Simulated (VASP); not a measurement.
# AlCd2O (Cmmm) in VASP: notebook, part 2 of 2

VASP 6.6.1. The steps go on from the part before.

## Step 3: Relaxation of cell and atoms, PBE

This run uses another cell than the first one, of 18.72 Å³/atom, 0.765 times its volume.

File INCAR:

```
ALGO     = Normal         # electronic algorithm
EDIFF    = 1E-6           # SCF threshold, eV
EDIFFG   = -0.04          # ionic threshold
ENCUT    = 600            # plane-wave cutoff, eV
GGA      = PE             # functional
IBRION   = 2              # ionic algorithm
ISIF     = 3              # what is computed and relaxed
ISMEAR   = 0              # smearing method
LASPH    = T              # aspherical terms in the spheres
LCHARG   = F              # write CHGCAR
LREAL    = F              # projectors in reciprocal space
LWAVE    = F              # write WAVECAR
NELM     = 60             # most SCF steps
NSW      = 90             # ionic steps
PREC     = Accurate       # precision mode
SIGMA    = 0.1            # smearing width, eV
```

File KPOINTS:

```
k-points
0
Gamma
  4 4 4
```

File POSCAR:

```
AlCd2O
1.0
    2.3685575300     -3.4535621700      0.0000000000
    2.3685575300      3.4535621700      0.0000000000
    0.0000000000      0.0000000000      4.5777688500
Al Cd O
1 2 1
Direct
    0.5000000000      0.5000000000      0.0000000000
    0.6950567500      0.3049432500      0.5000000000
    0.3049432500      0.6950567500      0.5000000000
    0.0000000000      0.0000000000      0.0000000000
```

Potentials or basis: VASP PAW PBE potentials, release 64 (Al, Cd, O).

On the command line:

```bash
> cat potpaw_PBE.64/Al/POTCAR potpaw_PBE.64/Cd/POTCAR potpaw_PBE.64/O/POTCAR > POTCAR
> mpirun -np 1 vasp_std > vasp.out
```

OUTCAR:

```text
EDIFF = 1E-6
   EDIFFG = -0.04
   ENCUT = 600
   GGA = PE
   IBRION = 2
   ISIF = 3
   ISMEAR = 0
   LASPH = T
   LREAL = F
   NELM = 60
   NSW = 90
   PREC = Accurate

 ion  position               nearest neighbor table
   1  0.500  0.500  0.000-   4 2.37   4 2.37   2 2.66   2 2.66   3 2.66   3 2.66
   2  0.695  0.305  0.500-   3 2.49   3 2.49   1 2.66   1 2.66   3 2.69
   3  0.305  0.695  0.500-   2 2.49   2 2.49   1 2.66   1 2.66   2 2.69
   4  0.000  0.000  0.000-   1 2.37   1 2.37

  LATTYP: Found a base centered orthorhombic cell.
 ALAT       =     4.7371150600
 B/A-ratio  =     1.4580866735
 C/A-ratio  =     0.9663621829

  Lattice vectors:

 A1 = (   2.3685575300,  -3.4535621700,   0.0000000000)
 A2 = (   2.3685575300,   3.4535621700,   0.0000000000)
 A3 = (   0.0000000000,   0.0000000000,   4.5777688500)

Analysis of symmetry for initial positions (statically):
=====================================================================
 Subroutine PRICEL returns:
 Original cell was already a primitive cell.

 Routine SETGRP: Setting up the symmetry group for a
 base centered orthorhombic supercell.

 Subroutine GETGRP returns: Found  8 space group operations
 (whereof  8 operations were pure point group operations)
 out of a pool of  8 trial point group operations.

The static configuration has the point symmetry D_2h.

Analysis of symmetry for dynamics (positions and initial velocities):
=====================================================================
 Subroutine PRICEL returns:
 Original cell was already a primitive cell.

 Routine SETGRP: Setting up the symmetry group for a
 base centered orthorhombic supercell.

 Subroutine GETGRP returns: Found  8 space group operations
 (whereof  8 operations were pure point group operations)
 out of a pool of  8 trial point group operations.

The dynamic configuration has the point symmetry D_2h.

 Subroutine INISYM returns: Found  8 space group operations
 (whereof  8 operations are pure point group operations),
[... 131 lines left out ...]
  volume of cell :       74.89
 maximum number of plane-waves:      2520
 NGX is ok and might be reduce to    36
   NGX = 17   NGY = 17   NGZ = 19

--------------------------------------- Ionic step        1  -------------------------------------------

 number of electron      32.9999997 magnetization

 Free energy of the ion-electron system (eV)
  ---------------------------------------------------
  ext. energy  EPLUGINS =         0.00000000
  ---------------------------------------------------
  free energy    TOTEN  =        -8.96566743 eV

  energy without entropy =       -8.95876041  energy(sigma->0) =       -8.96221392

------------------------ aborting loop because EDIFF is reached ----------------------------------------

  FORCE on cell =-STRESS in cart. coord.  units (eV):
  Direction    XX          YY          ZZ          XY          YZ          ZX
  --------------------------------------------------------------------------------------
  -------------------------------------------------------------------------------------
  Total        3.1608416      4.5127902      3.2080396      0.0000000      0.0000000      0.0000000
  in kB       67.6204796     96.5429699     68.6301938      0.0000000      0.0000000      0.0000000
  external PRESSURE =      77.5978811 kB  Pullay stress =       0.0000000 kB
[... 95 lines left out ...]
  FREE ENERGIE OF THE ION-ELECTRON SYSTEM (eV)
  ---------------------------------------------------
  free  energy   TOTEN  =        -9.1949533609 eV

  energy  without entropy=       -9.1854858461  energy(sigma->0) =       -9.19021960

 E-fermi :   3.1156     XC(G=0): -10.0881

 val. band max:        3.0042568136   @ k =   0.2500  -0.0000   0.0000
 cond. band min:       3.1547243199   @ k =   0.0000   0.0000   0.2500
 fundamental gap:      0.1504675063
 Fermi energy:         3.1156123677

 k-point     1 :       0.0000    0.0000    0.0000
  band No.  band energies     occupation
      1     -15.7363      2.00000
      2      -6.7181      2.00000
      3      -6.5748      2.00000
      4      -6.5359      2.00000
      5      -6.3053      2.00000
      6      -5.9252      2.00000
[... 472 lines left out ...]
     19       7.5868      0.00000
     20      11.0987      0.00000

[... ionic steps 4 to 48 ...]

--------------------------------------- Ionic step       49  -------------------------------------------

 number of electron      33.0000017 magnetization

------------------------ aborting loop because EDIFF is reached ----------------------------------------
[... 71 lines left out ...]
--------------------------------------- Ionic step       51  -------------------------------------------

 number of electron      33.0000011 magnetization

 Free energy of the ion-electron system (eV)
  ---------------------------------------------------
  ext. energy  EPLUGINS =         0.00000000
  ---------------------------------------------------
  free energy    TOTEN  =       -12.35539959 eV

  energy without entropy =      -12.35062875  energy(sigma->0) =      -12.35301417

 E-fermi :   2.0438     XC(G=0):  -9.0745

 val. band max:        2.0196655298   @ k =   0.5000   0.5000   0.2500
 cond. band min:       2.1664784880   @ k =   0.5000   0.2500   0.2500
 fundamental gap:      0.1468129582
 Fermi energy:         2.0438432907

 k-point     1 :       0.0000    0.0000    0.0000
  band No.  band energies     occupation
      1     -17.4538      2.00000
      2      -7.3015      2.00000
      3      -7.1265      2.00000
      4      -6.9198      2.00000
      5      -6.8273      2.00000
      6      -6.6911      2.00000
[... 503 lines left out ...]
  FREE ENERGIE OF THE ION-ELECTRON SYSTEM (eV)
  ---------------------------------------------------
  free  energy   TOTEN  =       -12.3553995918 eV

  energy  without entropy=      -12.3506287480  energy(sigma->0) =      -12.35301417

 reached required accuracy - stopping structural energy minimisation
```

OSZICAR:

```text
N       E                     dE             d eps       ncg     rms          rms(c)
DAV:   1     0.241045729079E+03    0.24105E+03   -0.17569E+04   840   0.172E+03
DAV:   2     0.187506291884E+01   -0.23917E+03   -0.22817E+03   900   0.397E+02
DAV:   3    -0.123213904973E+02   -0.14196E+02   -0.13981E+02   976   0.906E+01
[... 522 lines left out ...]
DAV:   2    -0.123560231351E+02    0.49529E-02   -0.16792E-02   896   0.136E+00    0.157E-01
DAV:   3    -0.123555584897E+02    0.46465E-03   -0.99176E-04   896   0.314E-01    0.120E-01
DAV:   4    -0.123554352939E+02    0.12320E-03   -0.11962E-04   864   0.922E-02    0.540E-02
DAV:   5    -0.123554000765E+02    0.35217E-04   -0.35723E-05   860   0.501E-02    0.103E-02
DAV:   6    -0.123553995918E+02    0.48468E-06   -0.62380E-06   844   0.233E-02
  51 F= -.12355400E+02 E0= -.12353014E+02  d E =-.479068E-03
```

It took 12 min on 1 thread of Intel Xeon 6975P-C (Granite Rapids), shared host; peak memory 0.26 GiB.

What came out:

```
Free energy                            : -12.3554 eV
Relaxed volume                         : 22.83 Å³/atom
Relaxed cell                           : a = 5.281 Å, b = 5.281 Å, c = 5.304 Å, α = 90.00°, β = 90.00°, γ = 141.89°
Space group after relaxing (to 0.05 Å) : Cmmm (No. 65)
Energy gained by relaxing              : 847.4 meV/atom
Ionic steps                            : 51
Pressure after relaxing                : 0.1 GPa
Largest force after relaxing           : 0.005 eV/Å
```

Forces in eV/Å, atoms in the order of the input:
```
Al   0.000  0.000  0.000
Cd   0.000  0.005  0.000
Cd   0.000 -0.005  0.000
O    0.000  0.000  0.000
```

The path:
```tsv
step	energy change (eV)	largest force (eV/Å)	pressure (GPa)	volume (Å³)
1	0.0000	0.6462	7.76	74.89
3	-0.2293	0.1646	-0.34	84.60
5	-0.2459	0.1846	0.44	84.34
7	-0.2942	0.3739	-0.42	86.98
9	-0.3392	0.5106	-1.70	90.51
11	-0.3661	0.6697	-1.87	91.39
13	-0.4906	1.1256	-3.58	93.78
15	-0.5696	1.1728	-4.65	94.16
17	-0.7176	1.1884	-7.64	94.51
19	-0.7180	1.1923	-7.77	94.63
21	-0.7219	1.1840	-9.23	94.96
23	-0.7391	1.1977	-8.50	94.66
25	-0.8719	1.2747	-8.44	93.24
27	-1.3835	1.4704	-8.08	87.55
29	0.5015	0.1144	23.58	64.49
31	-1.9236	1.3056	-3.78	77.68
33	-2.1282	0.8944	3.99	73.96
35	-2.3143	0.0605	0.17	78.23
37	-2.3448	0.6021	-2.22	82.43
39	-2.5592	0.5567	-1.95	84.65
41	-3.1096	2.1583	0.99	91.83
43	-3.1894	1.2964	-0.34	90.81
45	-3.3702	0.1025	1.22	89.77
47	-3.3872	0.0705	-0.06	91.11
49	-3.3887	0.0535	0.02	91.12
51	-3.3897	0.0054	0.11	91.31
```

Final structure:
```yaml
crystal:
  lattice:
    - [1.72424, -4.99211, 0.00000]
    - [1.72424, 4.99211, 0.00000]
    - [0.00000, 0.00000, 5.30394]
  atoms:
    - { symbol: Al, position: [0.50000, 0.50000, 0.00000] }
    - { symbol: Cd, position: [0.63854, 0.36146, 0.50000] }
    - { symbol: Cd, position: [0.36146, 0.63854, 0.50000] }
    - { symbol: O, position: [0.00000, 0.00000, 0.00000] }
```

Caveat: the k points lie up to 0.48 Å⁻¹ apart in the final cell; the volume moved by over 15 % at a fixed basis, so the end points are rough; an odd number of electrons without spin polarisation forces a metal; a magnetic or distorted state may lie lower.

## Step 4: Single point, PBE, collinear spin, ferromagnetic start

This run uses another cell than the first one, of 18.72 Å³/atom, 0.765 times its volume.

File INCAR:

```
PREC = Accurate
ENCUT = 520
EDIFF = 1E-7
ISMEAR = 0
SIGMA = 0.1
LREAL = False
LASPH = True
NELM = 150
ALGO = Normal
ISIF = 2
LWAVE = False
LCHARG = False
ISPIN = 2
MAGMOM = 0 0 0 1
LORBIT = 11
GGA = PE
NBANDS = 28
```

File KPOINTS:

```
Automatic mesh
0
Gamma
  4 4 4
```

POSCAR is that of step 3.

On the command line:

```bash
> cat potpaw_PBE.64/Al/POTCAR potpaw_PBE.64/Cd/POTCAR potpaw_PBE.64/O/POTCAR > POTCAR
> mpirun -np 1 vasp_std > vasp.out
```

It took 40 s on 1 thread of Intel Xeon 6975P-C (Granite Rapids), shared host; peak memory 0.24 GiB.

It converged, with:

| Quantity | Value |
| --- | --- |
| Free energy | -8.9649 eV |
| Pressure | 7.8 GPa |
| Largest force | 0.646 eV/Å |
| Net moment | 0.00 μB per cell |
| Valence electrons inside the program's atomic spheres | Al 0.71; Cd 10.50; O 4.79 |

Forces on the atoms (eV/Å):
```
Al   0.000  0.000  0.000
Cd   0.000 -0.646  0.000
Cd   0.000  0.646  0.000
O    0.000  0.000  0.000
```

Stress tensor (GPa, compression positive):
```
6.86 0.00 0.00
0.00 9.74 0.00
0.00 0.00 6.95
```

Levels at points of the mesh, in eV from the Fermi level:
Spin up:
| k point | band 14 | band 15 | band 16 | band 17 | band 18 | band 19 |
| --- | --- | --- | --- | --- | --- | --- |
| (0.00, 0.00, 0.00) | -2.92 | -1.65 | 0.63 | 0.89 | 2.10 | 2.31 |
| (0.50, 0.00, 0.00) | -2.55 | -1.84 | -1.58 | 0.38 | 2.01 | 2.80 |
| (0.50, 0.50, 0.00) | -3.86 | -1.71 | -0.60 | 0.97 | 1.83 | 2.03 |
| (0.00, 0.00, 0.50) | -3.09 | -1.58 | -1.13 | 2.57 | 2.97 | 3.62 |
| (0.50, 0.00, 0.50) | -4.02 | -1.98 | -0.34 | -0.05 | 0.07 | 1.98 |
| (0.50, 0.50, 0.50) | -3.33 | -3.28 | -2.74 | -1.20 | 0.15 | 1.31 |
Spin down:
```tsv
k point	band 12	band 13	band 14	band 15	band 16	band 17	band 18	band 19	band 20	band 21
(0.00, 0.00, 0.00)	-7.78	-3.10	-2.92	-1.65	0.63	0.89	2.10	2.31	3.93	6.32
(0.50, 0.00, 0.00)	-6.78	-3.60	-2.55	-1.84	-1.58	0.38	2.01	2.80	3.95	4.73
(0.50, 0.50, 0.00)	-4.97	-4.95	-3.86	-1.71	-0.60	0.97	1.83	2.03	2.40	4.83
(0.00, 0.00, 0.50)	-7.15	-4.47	-3.09	-1.58	-1.13	2.57	2.97	3.62	5.12	6.38
(0.50, 0.00, 0.50)	-5.31	-5.03	-4.02	-1.98	-0.34	-0.05	0.07	1.98	4.75	5.86
(0.50, 0.50, 0.50)	-4.22	-3.63	-3.33	-3.28	-2.74	-1.20	0.15	1.31	4.71	6.19
```

Caveat: the k points lie up to 0.40 Å⁻¹ apart.

## Step 5: Relaxation of cell and atoms, PBE

This run uses another cell than the first one, of 24.24 Å³/atom, 0.990 times its volume.

File INCAR:

```
SYSTEM = AlCd2O
ALGO = Normal
EDIFF = 1E-6
EDIFFG = -0.04
ENCUT = 600
GGA = PE
IBRION = 2
ISIF = 3
ISMEAR = 0
LASPH = .TRUE.
LCHARG = .FALSE.
LREAL = .FALSE.
LWAVE = .FALSE.
NELM = 80
NSW = 90
PREC = Accurate
SIGMA = 0.1
```

File KPOINTS:

```
k-points
0
G
  6 6 4
  0 0 0
```

File POSCAR:

```
AlCd2O
1.0
    1.7157833111     -5.2470728069      0.0000000000
    1.7157833111      5.2470728069      0.0000000000
    0.0000000000      0.0000000000      5.3855285726
Al Cd O
1 2 1
Direct
    0.5000000000      0.5000000000      0.0000000000
    0.6375753962      0.3624246038      0.5000000000
    0.3624246038      0.6375753962      0.5000000000
    0.0000000000      0.0000000000      0.0000000000
```

On the command line:

```bash
> cat potpaw_PBE.64/Al/POTCAR potpaw_PBE.64/Cd/POTCAR potpaw_PBE.64/O/POTCAR > POTCAR
> mpirun -np 1 vasp_std > vasp.out
```

Wall time 2.1 min (1 thread of Intel Xeon 6975P-C (Granite Rapids), shared host); peak memory 0.38 GiB.

The run converged. Its results:

```
Free energy                            : -12.5859 eV
Relaxed volume                         : 24.41 Å³/atom
Relaxed cell                           : a = 5.544 Å, b = 5.544 Å, c = 5.414 Å, α = 90.00°, β = 90.00°, γ = 144.07°
Space group after relaxing (to 0.05 Å) : Cmmm (No. 65)
Energy gained by relaxing              : 0.6 meV/atom
Ionic steps                            : 4
Pressure after relaxing                : 0.1 GPa
Largest force after relaxing           : 0.012 eV/Å
```

Forces on the atoms (eV/Å):
```
Al   0.000  0.000  0.000
Cd   0.000 -0.012  0.000
Cd   0.000  0.012  0.000
O    0.000  0.000  0.000
```

Stress tensor (GPa, compression positive):
```
 0.16  0.00  0.00
 0.00 -0.04  0.00
 0.00  0.00  0.15
```

Step by step:
```
step  energy change (eV)  largest force (eV/Å)  pressure (GPa)  volume (Å³)
   1              0.0000                0.1076            0.04        96.97
   2             -0.0015                0.0641            0.19        97.05
   3             -0.0017                0.0275            0.31        97.11
   4             -0.0024                0.0121            0.09        97.65
```

Final structure:
```
Al Cd O
1.0
     1.70998   -5.27384    0.00000
     1.70998    5.27384    0.00000
     0.00000    0.00000    5.41412
Al Cd O
1 2 1
Direct
  0.50000 0.50000 0.00000
  0.63622 0.36378 0.50000
  0.36378 0.63622 0.50000
  0.00000 0.00000 0.00000
```

Levels at points of the mesh, in eV from the Fermi level:
```tsv
k point	band 12	band 13	band 14	band 15	band 16	band 17	band 18	band 19	band 20
(0.00, 0.00, 0.00)	-6.42	-6.20	-4.83	-4.62	-0.74	0.61	0.79	1.18	4.04
(0.50, 0.00, 0.00)	-7.99	-4.14	-4.02	-2.51	-1.81	0.56	0.67	1.15	4.09
(0.50, 0.50, 0.00)	-6.42	-5.64	-4.83	-4.69	-3.58	1.33	1.67	2.16	3.51
(0.00, 0.00, 0.50)	-6.62	-6.40	-4.63	-3.50	-2.69	0.24	0.43	2.90	3.80
(0.50, 0.00, 0.50)	-8.04	-4.28	-4.06	-2.98	-1.17	0.45	0.52	0.87	2.41
(0.50, 0.50, 0.50)	-6.40	-5.93	-4.88	-4.64	-2.26	-1.67	0.45	6.49	6.67
```

Caveat: an odd number of electrons without spin polarisation forces a metal; a magnetic or distorted state may lie lower.

## Step 6: Single point, PBE, collinear spin, ferromagnetic start

File INCAR:

```
PREC = Accurate
ENCUT = 520
EDIFF = 1E-7
ISMEAR = 0
SIGMA = 0.1
LREAL = F
LASPH = T
NELM = 150
ALGO = Normal
ISIF = 2
LWAVE = F
LCHARG = F
ISPIN = 2
MAGMOM = 0 0 0 1
LORBIT = 11
GGA = PE
NBANDS = 28
```

File KPOINTS:

```
regular mesh
0
Gamma
  6 6 4
```

File POSCAR:

```
AlCd2O
1.0
    1.7117122641     -5.2633415536      0.0000000000
    1.7117122641      5.2633415536      0.0000000000
    0.0000000000      0.0000000000      5.4336770427
Al Cd O
1 2 1
Direct
    0.5000000000      0.5000000000      0.0000000000
    0.6362194745      0.3637805255      0.5000000000
    0.3637805255      0.6362194745      0.5000000000
    0.0000000000      0.0000000000      0.0000000000
```

Potentials or basis: VASP PAW PBE potentials, release 64 (Al, Cd, O).

On the command line:

```bash
> cat potpaw_PBE.64/Al/POTCAR potpaw_PBE.64/Cd/POTCAR potpaw_PBE.64/O/POTCAR > POTCAR
> mpirun -np 1 vasp_std > vasp.out
```

It took 2.1 min on 1 thread of Intel Xeon 6975P-C (Granite Rapids), shared host; peak memory 0.41 GiB.

The run converged. Its results:

```yaml
Free_energy: -12.5847 eV
Pressure: 0.1 GPa
Largest_force: 0.008 eV/Å
Net_moment: 0.00 μB per cell
Valence_electrons_inside_the_program's_atomic_spheres: Al 0.74; Cd 10.31; O 5.11
```

Forces in eV/Å, atoms in the order of the input:
```
Al   0.000  0.000  0.000
Cd   0.000 -0.008  0.000
Cd   0.000  0.008  0.000
O    0.000  0.000  0.000
```

Stress tensor (GPa, compression positive):
```
0.00 0.00 0.00
0.00 0.13 0.00
0.00 0.00 0.09
```

Levels at points of the mesh, in eV from the Fermi level:
Spin up:
| k point | band 13 | band 14 | band 15 | band 16 | band 17 | band 18 | band 19 | band 20 |
| --- | --- | --- | --- | --- | --- | --- | --- | --- |
| (0.00, 0.00, 0.00) | -6.19 | -4.82 | -4.60 | -0.72 | 0.65 | 0.78 | 1.16 | 4.06 |
| (0.50, 0.00, 0.00) | -4.12 | -4.01 | -2.51 | -1.80 | 0.55 | 0.68 | 1.17 | 4.06 |
| (0.50, 0.50, 0.00) | -5.62 | -4.81 | -4.67 | -3.58 | 1.33 | 1.64 | 2.15 | 3.50 |
| (0.00, 0.00, 0.50) | -6.39 | -4.61 | -3.49 | -2.69 | 0.25 | 0.47 | 2.92 | 3.81 |
| (0.50, 0.00, 0.50) | -4.26 | -4.05 | -2.98 | -1.18 | 0.46 | 0.53 | 0.89 | 2.42 |
| (0.50, 0.50, 0.50) | -5.91 | -4.86 | -4.63 | -2.26 | -1.66 | 0.47 | 6.53 | 6.66 |
Spin down:
```csv
k point,band 13,band 14,band 15,band 16,band 17,band 18,band 19,band 20
"(0.00, 0.00, 0.00)",-6.19,-4.82,-4.60,-0.72,0.65,0.78,1.16,4.06
"(0.50, 0.00, 0.00)",-4.12,-4.01,-2.51,-1.80,0.55,0.68,1.17,4.06
"(0.50, 0.50, 0.00)",-5.62,-4.81,-4.67,-3.58,1.33,1.64,2.15,3.50
"(0.00, 0.00, 0.50)",-6.39,-4.61,-3.49,-2.69,0.25,0.47,2.92,3.81
"(0.50, 0.00, 0.50)",-4.26,-4.05,-2.98,-1.18,0.46,0.53,0.89,2.42
"(0.50, 0.50, 0.50)",-5.91,-4.86,-4.63,-2.26,-1.66,0.47,6.53,6.66
```

## Step 7: The runs side by side

| task | spin | cell | k mesh | cutoff (eV) | gap on the mesh (eV) | pressure (GPa) | moment (μB) | relaxed volume (Å³/atom) | largest force (eV/Å) |
| --- | --- | --- | --- | --- | --- | --- | --- | --- | --- |
| single point | off | a = 5.535, b = 5.535, c = 5.434 Å, angles 90.0, 90.0, 144.0°, 4 atoms | 6 × 6 × 4 | 520 | none | 0.1 | - | - | 0.01 |
| relaxation of cell and atoms | off | relaxed from a = 4.188, b = 4.188, c = 4.578 Å, angles 90.0, 90.0, 111.1°, 4 atoms | 4 × 4 × 4 | 600 | none | 0.1 | - | 22.83 | 0.01 |
| single point | collinear, ferromagnetic start | a = 4.188, b = 4.188, c = 4.578 Å, angles 90.0, 90.0, 111.1°, 4 atoms | 4 × 4 × 4 | 520 | none | 7.8 | 0.00 | - | 0.65 |
| relaxation of cell and atoms | off | relaxed from a = 5.520, b = 5.520, c = 5.386 Å, angles 90.0, 90.0, 143.8°, 4 atoms | 6 × 6 × 4 | 600 | none | 0.1 | - | 24.41 | 0.01 |
| single point | collinear, ferromagnetic start | a = 5.535, b = 5.535, c = 5.434 Å, angles 90.0, 90.0, 144.0°, 4 atoms | 6 × 6 × 4 | 520 | none | 0.1 | 0.00 | - | 0.01 |

Alike in all rows: level PBE; potentials or basis VASP PAW PBE potentials, release 64 (Al, Cd, O); smearing gaussian 0.1 eV.

Caveats: some runs use coarse meshes; an odd number of electrons without spin polarisation forces a metal (some runs); a magnetic or distorted state may lie lower (some runs); the volume moved by over 15 % at a fixed basis, so the end points are rough (some runs).

Absolute energies hang on the potentials; compare differences alone.
